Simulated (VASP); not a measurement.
# Ti2Br3 (P-3m1) in VASP: notebook, part 2 of 2

VASP 6.6.1. The steps go on from the part before.

## Step 4: Relaxation of cell and atoms, PBE, collinear spin

File INCAR:

```
PREC = Accurate
ENCUT = 500
EDIFF = 1E-7
ISMEAR = 0
SIGMA = 0.1
LREAL = False
LASPH = True
NELM = 200
ALGO = Normal
ISIF = 3
LWAVE = False
LCHARG = False
ISPIN = 2
MAGMOM = 0.43 0.43 0 0 0
LORBIT = 11
LMAXMIX = 4
GGA = PE
IBRION = 2
NSW = 100
EDIFFG = -0.01
GGA_COMPAT = False
NELMIN = 4
KPAR = 4
```

File KPOINTS:

```
Automatic mesh
0
Gamma
  12 12 4
```

File POSCAR:

```
Ti2Br3
1.0
    3.3561491102      0.0000000000      0.0000000000
   -1.6780745551      2.9065103883      0.0000000000
    0.0000000000      0.0000000000     11.6336038276
Ti Br
2 3
Direct
    0.3333333333      0.6666666667      0.1823026288
    0.6666666667      0.3333333333      0.8176973712
    0.0000000000      0.0000000000      0.0000000000
    0.3333333333      0.6666666667      0.6704370918
    0.6666666667      0.3333333333      0.3295629082
```

Potentials or basis: VASP PAW PBE potentials, release 64 (Ti_sv, Br).

Started as:

```bash
> cat potpaw_PBE.64/Ti_sv/POTCAR potpaw_PBE.64/Br/POTCAR > POTCAR
> mpirun -np 4 vasp_std > vasp.out
```

OUTCAR:

```text
PREC = Accurate
   ENCUT = 500
   EDIFF = 1E-7
   ISMEAR = 0
   LREAL = False
   LASPH = True
   NELM = 200
   ISIF = 3
   ISPIN = 2
   LORBIT = 11
   GGA = PE
   IBRION = 2
   NSW = 100
   EDIFFG = -0.01
   NELMIN = 4

 ion  position               nearest neighbor table
   1  0.333  0.667  0.182-   5 2.59   5 2.59   5 2.59
   2  0.667  0.333  0.818-   4 2.59   4 2.59   4 2.59
   3  0.000  0.000  0.000-
   4  0.333  0.667  0.670-   2 2.59   2 2.59   2 2.59
   5  0.667  0.333  0.330-   1 2.59   1 2.59   1 2.59

  LATTYP: Found a hexagonal cell.
 ALAT       =     3.3561491102
 C/A-ratio  =     3.4663548745

  Lattice vectors:

 A1 = (   3.3561491102,   0.0000000000,   0.0000000000)
 A2 = (  -1.6780745551,   2.9065103883,   0.0000000000)
 A3 = (   0.0000000000,   0.0000000000,  11.6336038276)

Analysis of symmetry for initial positions (statically):
[... 406 lines left out ...]
 Fermi energy:         5.6694721659

 spin component 1

 k-point     1 :       0.0000    0.0000    0.0000
  band No.  band energies     occupation
      1     -51.8389      1.00000
      2     -51.8388      1.00000
      3     -28.1895      1.00000
      4     -28.1840      1.00000
      5     -28.0465      1.00000
      6     -28.0465      1.00000
[... 709 lines left out ...]
     26       6.3460      0.00000
     27       6.7855      0.00000

 [... further k-points ...]

 spin component 2

 k-point     1 :       0.0000    0.0000    0.0000
  band No.  band energies     occupation
      1     -51.6565      1.00000
      2     -51.6564      1.00000
      3     -28.0150      1.00000
      4     -28.0095      1.00000
      5     -27.8592      1.00000
      6     -27.8592      1.00000
[... 743 lines left out ...]
  FREE ENERGIE OF THE ION-ELECTRON SYSTEM (eV)
  ---------------------------------------------------
  free  energy   TOTEN  =       -23.9917804784 eV

  energy  without entropy=      -23.9674747186  energy(sigma->0) =      -23.97962760

 reached required accuracy - stopping structural energy minimisation

 total charge

# of ion       s       p       d       tot
------------------------------------------
    1        2.125   6.062   1.989  10.176
    2        2.125   6.062   1.989  10.176
    3        1.617   3.213   0.059   4.889
    4        1.616   3.253   0.045   4.915
    5        1.616   3.253   0.045   4.915
--------------------------------------------------
tot          9.099  21.843   4.128  35.070

 magnetization (x)

# of ion       s       p       d       tot
------------------------------------------
    1        0.003   0.008   0.183   0.194
    2        0.003   0.008   0.183   0.194
    3        0.004  -0.010   0.009   0.003
    4       -0.000  -0.006   0.001  -0.005
    5       -0.000  -0.006   0.001  -0.005
--------------------------------------------------
tot          0.010  -0.006   0.376   0.380
```

OSZICAR:

```text
N       E                     dE             d eps       ncg     rms          rms(c)
DAV:   1     0.514210037752E+03    0.51421E+03   -0.21375E+04  7476   0.165E+03
DAV:   2     0.496107434948E+02   -0.46460E+03   -0.45490E+03  7857   0.475E+02
[... 245 lines left out ...]
DAV:   4    -0.239917790754E+02    0.10116E-05   -0.81774E-06 11420   0.174E-02    0.578E-03
DAV:   5    -0.239917795940E+02   -0.51854E-06   -0.16326E-06 12211   0.546E-03    0.265E-03
DAV:   6    -0.239917799256E+02   -0.33163E-06   -0.57799E-08  4973   0.142E-03    0.169E-03
DAV:   7    -0.239917803375E+02   -0.41185E-06   -0.37206E-07  8503   0.252E-03    0.748E-04
DAV:   8    -0.239917804698E+02   -0.13236E-06   -0.40000E-08  4450   0.133E-03    0.199E-04
DAV:   9    -0.239917804784E+02   -0.85292E-08   -0.16766E-08  4155   0.781E-04
  21 F= -.23991780E+02 E0= -.23979628E+02  d E =-.167159E-04  mag=     0.5700
```

CONTCAR:

```text
Ti2Br3
   1.00000000000000
     3.3538071765042305    0.0000000000000001    0.0000000000000000
    -1.6769035882521151    2.9044822142255322    0.0000000000000000
    -0.0000000000000002   -0.0000000000000005   11.8485833963141083
  Ti              Br
     2     3
Direct
     0.3333333332999970    0.6666666667000030    0.1785283020221440
     0.6666666667000030    0.3333333332999970    0.8214716979778561
     0.0000000000000000    0.0000000000000000    0.0000000000000000
     0.3333333332999970    0.6666666667000030    0.6765170183711597
     0.6666666667000030    0.3333333332999970    0.3234829816288402

  0.00000000E+00  0.00000000E+00  0.00000000E+00
  0.00000000E+00  0.00000000E+00  0.00000000E+00
  0.00000000E+00  0.00000000E+00  0.00000000E+00
  0.00000000E+00  0.00000000E+00  0.00000000E+00
  0.00000000E+00  0.00000000E+00  0.00000000E+00
```

Run time: 17 min. Hardware: 4 MPI ranks of AMD EPYC 9R45 (Zen 5), shared host; peak memory 0.45 GiB.

What came out:

```yaml
Free_energy: -23.9918 eV
Relaxed_volume: 23.08 Å³/atom
Relaxed_cell: a = 3.354 Å, b = 3.354 Å, c = 11.849 Å, α = 90.00°, β = 90.00°, γ = 120.00°
Space_group_after_relaxing_to_0.1_Å: P-3m1 (No. 164)
Energy_gained_by_relaxing: 0.3 meV/atom
Ionic_steps: 21
Pressure_after_relaxing: 0.0 GPa
Largest_force_after_relaxing: 0.009 eV/Å
Net_moment: 0.57 μB per cell
Site_moments: Ti +0.19; Br +0.00, -0.01 (each value once) μB
Valence_electrons_inside_the_program's_atomic_spheres: Ti 10.18; Br 4.89, 4.92 (each value once)
```

Forces on the atoms (eV/Å):
```
Ti   0.000  0.000 -0.009
Ti   0.000  0.000  0.009
Br   0.000  0.000  0.000
Br   0.000  0.000 -0.003
Br   0.000  0.000  0.003
```

The path:
```tsv
step	energy change (eV)	largest force (eV/Å)	pressure (GPa)	volume (Å³)
1	0.0000	0.0494	0.02	113.48
2	-0.0002	0.0187	-0.06	113.53
3	-0.0002	0.0199	-0.07	113.54
4	-0.0003	0.0159	0.00	113.38
5	-0.0003	0.0144	0.03	113.32
6	-0.0003	0.0135	0.03	113.36
7	-0.0004	0.0106	0.01	113.45
8	-0.0004	0.0085	-0.02	113.65
9	-0.0004	0.0080	-0.01	113.54
10	-0.0004	0.0078	0.00	113.56
11	-0.0005	0.0071	0.00	113.59
12	-0.0006	0.0055	0.01	113.67
13	-0.0008	0.0026	0.03	113.82
14	-0.0010	0.0032	0.05	114.13
15	-0.0014	0.0145	0.12	114.73
16	-0.0015	0.0107	0.01	115.06
17	-0.0015	0.0168	-0.04	115.21
18	-0.0015	0.0162	-0.03	115.18
19	-0.0016	0.0123	-0.03	115.28
20	-0.0016	0.0095	-0.03	115.45
21	-0.0016	0.0092	0.02	115.42
```

Final structure:
```
Ti Br
1.0
     3.35381    0.00000    0.00000
    -1.67690    2.90448    0.00000
     0.00000    0.00000   11.84858
Ti Br
2 3
Cartesian
  0.0000 1.9363 2.1153
  1.6769 0.9682 9.7333
  0.0000 0.0000 0.0000
  0.0000 1.9363 8.0158
  1.6769 0.9682 3.8328
```

Caveat: this functional lacks dispersion, which binds the layers, so the pressure and a relaxed spacing across them are unreliable; semilocal functionals often make such compounds metallic where correlation or magnetic order opens a gap, which also shifts bond lengths.

## Step 5: Summary

| task | cell | k mesh | gap on the mesh (eV) | pressure (GPa) | moment (μB) | largest force (eV/Å) |
| --- | --- | --- | --- | --- | --- | --- |
| single point | a = 3.356, b = 3.356, c = 11.634 Å, angles 90.0, 90.0, 120.0°, 5 atoms, atomic positions A | 6 × 6 × 4 | none | 0.2 | 1.21 | 0.01 |
| single point | a = 4.408, b = 4.408, c = 6.858 Å, angles 90.0, 90.0, 120.0°, 5 atoms, atomic positions B | 6 × 6 × 4 | none | 3.7 | 4.98 | 0.55 |
| relaxation of cell and atoms | relaxed from a = 3.356, b = 3.356, c = 11.634 Å, angles 90.0, 90.0, 120.0°, 5 atoms, atomic positions A | 12 × 12 × 4 | none | 0.0 | 0.57 | 0.01 |

Alike in all rows: level PBE; potentials or basis VASP PAW PBE potentials, release 64 (Ti_sv, Br); spin collinear; cutoff (eV) 500; smearing gaussian 0.1 eV.

Caveats: some runs use coarse meshes; semilocal functionals often make such compounds metallic where correlation or magnetic order opens a gap, which also shifts bond lengths; this functional lacks dispersion, which binds the layers, so the pressure and a relaxed spacing across them are unreliable (at least some runs); the cell stands under pressure (at least some runs).

Total energies depend on the potentials used, so only differences within one code and one set of settings carry meaning.
